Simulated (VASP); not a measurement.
Write the native input for VASP 6.6.1 that does the following.

| Item | Value |
| --- | --- |
| Task | relaxation of cell and atoms |
| Functional | LDA |
| Potentials or basis | VASP PAW LDA potentials, release 64 (In_d, O) |
| Cutoff | 600 eV |
| k mesh | 6 × 6 × 6 |
| Occupations | fermi-dirac, width 0.05 eV |
| Spin | no spin polarisation |
| Dipole correction | no |
| Further INCAR settings | ALGO = Normal; EDIFF = 1e-06; IBRION = 2; EDIFFG = -0.01; NSW = 60; ISIF = 3 |

The structure of In2O3 lies in POSCAR:

```
In2O3
1.0
    2.7435000000      1.5839604635      4.8366666667
   -2.7435000000      1.5839604635      4.8366666667
    0.0000000000     -3.1679209270      4.8366666667
In O
4 6
Direct
    0.8573100000      0.8573100000      0.8573100000
    0.6426900000      0.6426900000      0.6426900000
    0.1426900000      0.1426900000      0.1426900000
    0.3573100000      0.3573100000      0.3573100000
    0.0480000000      0.7500000000      0.4520000000
    0.7500000000      0.4520000000      0.0480000000
    0.4520000000      0.0480000000      0.7500000000
    0.9520000000      0.2500000000      0.5480000000
    0.2500000000      0.5480000000      0.9520000000
    0.5480000000      0.9520000000      0.2500000000
```

The input as run:

INCAR

```
SYSTEM = In2O3
PREC = Accurate ; ENCUT = 600
EDIFF = 1E-6 ; ISMEAR = -1
SIGMA = 0.05 ; LREAL = .False.
LASPH = .True. ; NELM = 80
ALGO = Normal ; ISIF = 3
LWAVE = .False. ; LCHARG = .False.
IBRION = 2 ; NSW = 60
EDIFFG = -0.01
```

KPOINTS

```
Automatic mesh
0
Gamma
  6 6 6
  0 0 0
```

Potentials or basis: VASP PAW LDA potentials, release 64 (In_d, O).

Command:

```sh
$ cat potpaw_LDA.64/In_d/POTCAR potpaw_LDA.64/O/POTCAR > POTCAR
$ mpirun -np 1 vasp_std > vasp.out
```

Results of the run:

* Relaxed volume: 12.41 Å³/atom
* Relaxed cell: a = 5.743 Å, b = 5.743 Å, c = 5.743 Å, α = 56.83°, β = 56.83°, γ = 56.83°
* Space group after relaxing (to 0.1 Å): R-3c (No. 167)
* Energy gained by relaxing: 2.4 meV/atom
* Ionic steps: 11
* Pressure after relaxing: 0.1 GPa
* Largest force after relaxing: 0.003 eV/Å
* Band gap on the k mesh: 1.30 eV (least direct gap 1.33 eV)

Caveat: spin-orbit coupling is left out, which moves the levels of the heavy elements.

Run time: 25 min on 1 thread of Intel(R) Xeon(R) Platinum 8259CL CPU @ 2.50GHz (Skylake/Cascade Lake) (shared host), peak memory 0.38 GiB.
